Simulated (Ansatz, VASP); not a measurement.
## BN: VASP beside Ansatz

```xyz
4
Lattice="2.5052 0.0000 0.0000 -1.2526 2.1695 0.0000 0.0000 0.0000 4.1185" Properties=species:S:1:pos:R:3 pbc="T T T"
B     0.0000    1.4464   -0.0008
B     1.2526    0.7232    2.0585
N     0.0000    1.4464    1.5411
N     1.2526    0.7232    3.6004
```

Change from the starting cell: strained cell.

Alike in both runs: functional r2SCAN; k mesh 9 × 9 × 6; occupations gaussian, width 0.02 eV; no spin polarisation.

Ansatz relaxed the structure, and its values are those at the end. VASP's run is a single point on that final structure, the one shown.

|  | VASP | Ansatz |
| --- | --- | --- |
| version | VASP 6.6.1 | Ansatz 0.2.0 |
| potentials or method | VASP PAW PBE potentials, release 64 (B, N), cutoff 520 eV | scalar-relativistic, plane waves, PAW |
| valence electrons in the cell | 16 | 16 |

Ansatz gave:

| Item | Value |
| --- | --- |
| gap on the k mesh at the Fermi level (eV) | 5.68 |
| least direct gap on the mesh (eV) | 9.22 |
| pressure (GPa) | 22.1 |

Question: What did VASP give for the same quantities?

Answer: gap on the k mesh at the Fermi level (eV): 5.65; least direct gap on the mesh (eV): 9.20; pressure (GPa): 23.8.

VASP's potentials were made for PBE, not for r2SCAN. With one functional, cell and mesh, what is left measures potentials, basis and numerics. Ansatz's warnings: stress scf threshold loose.
